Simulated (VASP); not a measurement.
BN, 4 atoms in the cell. The structure is hexagonal, space group P6_3mc (No. 186). Conventional cell: a = 2.506 Å, b = 2.506 Å, c = 4.271 Å, α = 90.00°, β = 90.00°, γ = 120.00°. Within 2.1 Å of B (site symmetry 3m) lie 4 N at 1.54 to 1.60 Å. Within 2.1 Å of N (site symmetry 3m) lie 4 B at 1.54 to 1.60 Å.  This cell differs from its parent crystal: strain -0.015 along x and y, +0.015 along z.

```yaml
Program: VASP 6.6.1
Task: single point
Functional: r2SCAN
Potentials_or_basis: VASP PAW PBE potentials, release 64 (B, N)
Cutoff: 520 eV
k_mesh: 12 × 12 × 6
Occupations: gaussian, width 0.05 eV
Spin: no spin polarisation
Dipole_correction: no
Further_INCAR_settings: ALGO = Normal; EDIFF = 1e-06; NBANDS = 16
```

Potentials or basis: VASP PAW PBE potentials, release 64 (B, N).

Launch:

```console
$ cat potpaw_PBE.64/B/POTCAR potpaw_PBE.64/N/POTCAR > POTCAR
$ cp INCAR.step1 INCAR
$ mpirun -np 1 vasp_std > vasp.out
$ cp INCAR.step2 INCAR
$ mpirun -np 1 vasp_std > vasp.out
```

Hardware: 1 thread of Intel(R) Xeon(R) 6975P-C (Granite Rapids) (shared host).

Q: How long does it take, and how much memory?

A: Wall time 56 s on 1 thread of Intel(R) Xeon(R) 6975P-C (Granite Rapids) (shared host), peak memory 0.14 GiB. Counts: k points 76.
